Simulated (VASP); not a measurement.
Here is a VASP 6.6.1 calculation.

File INCAR:

```
SYSTEM = MgO
PREC     = Accurate       ! precision mode
ENCUT    = 600            ! plane-wave cutoff, eV
EDIFF    = 1E-6           ! SCF threshold, eV
ISMEAR   = -1             ! smearing method
SIGMA    = 0.05           ! smearing width, eV
LREAL    = .False.        ! projectors in reciprocal space
LASPH    = .True.         ! aspherical terms in the spheres
NELM     = 120            ! most SCF steps
ALGO     = Normal         ! electronic algorithm
ISIF     = 2              ! what is computed and relaxed
LWAVE    = .False.        ! write WAVECAR
LCHARG   = .True.         ! write CHGCAR
GGA      = PE             ! functional
LELF     = .True.         ! ELF
LVHAR    = .True.       
NBANDS   = 11             ! bands
GGA_COMPAT= .False.
```

The input KPOINTS:

```
regular mesh
0
Gamma
  8 8 8
  0 0 0
```

POSCAR

```
MgO
1.0
    0.0000000000      2.1462000000      2.1462000000
    2.1462000000      0.0000000000      2.1462000000
    2.1462000000      2.1462000000      0.0000000000
Mg O
1 1
Direct
    0.0000000000      0.0000000000      0.0000000000
    0.5000000000      0.5000000000      0.5000000000
```

Potentials or basis: VASP PAW PBE potentials, release 64 (Mg, O).

Command:

```sh
$ cat potpaw_PBE.64/Mg/POTCAR potpaw_PBE.64/O/POTCAR > POTCAR
$ mpirun -np 1 vasp_std > vasp.out
```

Q: Predict the band gap on the k mesh.

A: 4.19 eV, direct.

Q: Estimate the pressure.

A: -4.8 GPa.

As with any semilocal functional, this PBE gap is likely too small.
